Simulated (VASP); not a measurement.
Runs of VASP 6.6.1 on PrMo2. The structure is that of space group P4/mmm (No. 123), or close to it. The cells are those of the table. The cell was built from a structure type or drawn by symmetry, and may not be a known phase.

```csv
task,spin,cell,k mesh,gap on the mesh (eV),pressure (GPa)
single point,collinear,"a = 4.198, b = 4.198, c = 4.535 Å, 3 atoms",4 × 4 × 4,none,0.4
single point,off,"a = 4.155, b = 4.155, c = 4.626 Å, 3 atoms",12 × 12 × 10,none,(a)
single point,off,"a = 4.198, b = 4.198, c = 4.535 Å, 3 atoms",4 × 4 × 4,none,0.4
single point,off,"a = 3.754, b = 3.754, c = 5.348 Å, 3 atoms",4 × 4 × 4,none,2.0
relaxation of cell and atoms,off,"relaxed from a = 3.754, b = 3.754, c = 5.348 Å, 3 atoms",4 × 4 × 4,none,0.0
```

Alike in all rows: level PBE; potentials or basis VASP PAW PBE potentials, release 64 (Pr_3, Mo_sv), 4f in core; smearing gaussian 0.1 eV.

Problem. Fill in the values left out.

Solution. (a) 0.3.

Caveats: some runs use coarse meshes; spin-orbit coupling is left out, which moves the levels of the heavy elements; the 4f electrons are frozen in the core, so they carry no moment and show no levels; the magnetic or orbital state may not be the lowest (at least some runs); the electronic state changed during the relaxation (at least some runs).

A k mesh can miss the band edges, and the runs leave out spin-orbit coupling on Mo, Pr.

A gap of «none» marks levels without a gap at the run's occupations.
